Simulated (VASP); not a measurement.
A run of VASP 6.6.1 is set up as follows.

Contents of POSCAR:

```
TiO2
1.0
    0.0000000000      2.3968272579      2.3968272579
    2.3968272579      0.0000000000      2.3968272579
    2.3968272579      2.3968272579      0.0000000000
Ti O
1 2
Direct
    0.0000000000      0.0000000000      0.0000000000
    0.2500000000      0.2500000000      0.2500000000
    0.7500000000      0.7500000000      0.7500000000
```

INCAR.step1

```
ALGO = Normal
EDIFF = 1E-4
ENCUT = 520
GGA = PE
ISMEAR = 0
LASPH = T
LCHARG = F
LREAL = F
LWAVE = T
NBANDS = 19
NELM = 60
PREC = Accurate
SIGMA = 0.2
```

INCAR.step2

```
ALGO = Normal
EDIFF = 1E-6
ENCUT = 520
ISIF = 2
ISMEAR = 0
ISTART = 1
LASPH = T
LCHARG = F
LMIXTAU = T
LREAL = F
LWAVE = F
METAGGA = R2SCAN
NBANDS = 19
NELM = 60
PREC = Accurate
SIGMA = 0.2
```

Contents of KPOINTS:

```
k-points
0
Gamma
  6 6 6
```

Potentials or basis: VASP PAW PBE potentials, release 64 (Ti_sv, O).

Run with:

```bash
$ cat potpaw_PBE.64/Ti_sv/POTCAR potpaw_PBE.64/O/POTCAR > POTCAR
$ cp INCAR.step1 INCAR
$ mpirun -np 1 vasp_std > vasp.out
$ cp INCAR.step2 INCAR
$ mpirun -np 1 vasp_std > vasp.out
```

Task: Predict the pressure.

Result: 1.5 GPa.

Task: Predict the band gap on the k mesh.

Result: 1.54 eV, indirect (least direct gap 2.24 eV).

Caveat: the PAW data sets were made with another functional, which shifts forces and pressure a little. A k mesh can miss the band edges.
